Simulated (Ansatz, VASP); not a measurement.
## One calculation of Al2InN3, two programs

The input INCAR:

```
  PREC = Accurate
  ENCUT = 520
  EDIFF = 1E-7
  ISMEAR = 0
  SIGMA = 0.05
  LREAL = False
  LASPH = True
  NELM = 100
  ALGO = Normal
  ISIF = 2
  LWAVE = False
  LCHARG = True
  GGA = PE
  LELF = True
  LVHAR = True
  NBANDS = 46
```

Contents of KPOINTS:

```
regular mesh
0
Gamma
  6 6 6
```

File POSCAR:

```
Al2InN3
1.0
    4.6283446985     -2.8079208854      0.0000000000
    4.6283446985      2.8079208854      0.0000000000
    0.0000000000      0.0000000000      4.9413567861
Al In N
4 2 6
Direct
    0.0084427086      0.3348641725      0.9917411822
    0.6651358275      0.9915572914      0.9917411822
    0.9915572914      0.6651358275      0.4917411822
    0.3348641725      0.0084427086      0.4917411822
    0.3220722962      0.6779277038      0.9869930315
    0.6779277038      0.3220722962      0.4869930315
    0.0367610679      0.3336262977      0.3556963910
    0.6663737023      0.9632389321      0.3556963910
    0.9632389321      0.6663737023      0.8556963910
    0.3336262977      0.0367610679      0.8556963910
    0.2982358752      0.7017641248      0.4061317922
    0.7017641248      0.2982358752      0.9061317922
```

Input for Ansatz:

```yaml
crystal:
  lattice:
    - [4.6283446985, -2.8079208854, 0.0]
    - [4.6283446985, 2.8079208854, 0.0]
    - [0.0, 0.0, 4.9413567861]
  atoms:
    - { symbol: Al, position: [0.0084427086, 0.3348641725, 0.9917411822] }
    - { symbol: Al, position: [0.6651358275, 0.9915572914, 0.9917411822] }
    - { symbol: Al, position: [0.9915572914, 0.6651358275, 0.4917411822] }
    - { symbol: Al, position: [0.3348641725, 0.0084427086, 0.4917411822] }
    - { symbol: In, position: [0.3220722962, 0.6779277038, 0.9869930315] }
    - { symbol: In, position: [0.6779277038, 0.3220722962, 0.4869930315] }
    - { symbol: "N", position: [0.0367610679, 0.3336262977, 0.355696391] }
    - { symbol: "N", position: [0.6663737023, 0.9632389321, 0.355696391] }
    - { symbol: "N", position: [0.9632389321, 0.6663737023, 0.855696391] }
    - { symbol: "N", position: [0.3336262977, 0.0367610679, 0.855696391] }
    - { symbol: "N", position: [0.2982358752, 0.7017641248, 0.4061317922] }
    - { symbol: "N", position: [0.7017641248, 0.2982358752, 0.9061317922] }
basis:
  ecutwfc: 520.0
kpoints:
  mp_grid: { grid: [6, 6, 6] }
hamiltonian:
  xc: pbe
  pseudopotentials: { kind: paw, azcp: { folder: soft_1 } }
scf:
  occupations: { method: gaussian, width: 0.05 }
output:
  forces: true
  stress: true
  eigenvalues: true
  write_density: true
  write_potential: true
  elf: true
  volumetric_format: npy
```

Change from the starting cell: volume 10.703 Å^3 an atom, stretch along b over the lengths across it, relative to the relaxed cell 1.0549.

Alike in both runs: task single point; functional PBE; k mesh 6 × 6 × 6; occupations gaussian, width 0.05 eV; no spin polarisation.

|  | VASP | Ansatz |
| --- | --- | --- |
| version | VASP 6.6.1 | Ansatz 0.2.0 |
| potentials or method | VASP PAW PBE potentials, release 64 (Al, In_d, N), cutoff 520 eV | scalar-relativistic, plane waves, PAW |
| valence electrons in the cell | 68 | 68 |

Ansatz gave:

| Quantity | Value |
| --- | --- |
| gap on the k mesh at the Fermi level (eV) | 2.82 |
| least direct gap on the mesh (eV) | 2.82 |
| rms of the force components (eV/Å) | 0.502 |

What did VASP give for the same quantities?

gap on the k mesh at the Fermi level (eV): 2.82; least direct gap on the mesh (eV): 2.82; rms of the force components (eV/Å): 0.504.

Atom by atom the forces differ by 0.008 eV/Å (rms over components).
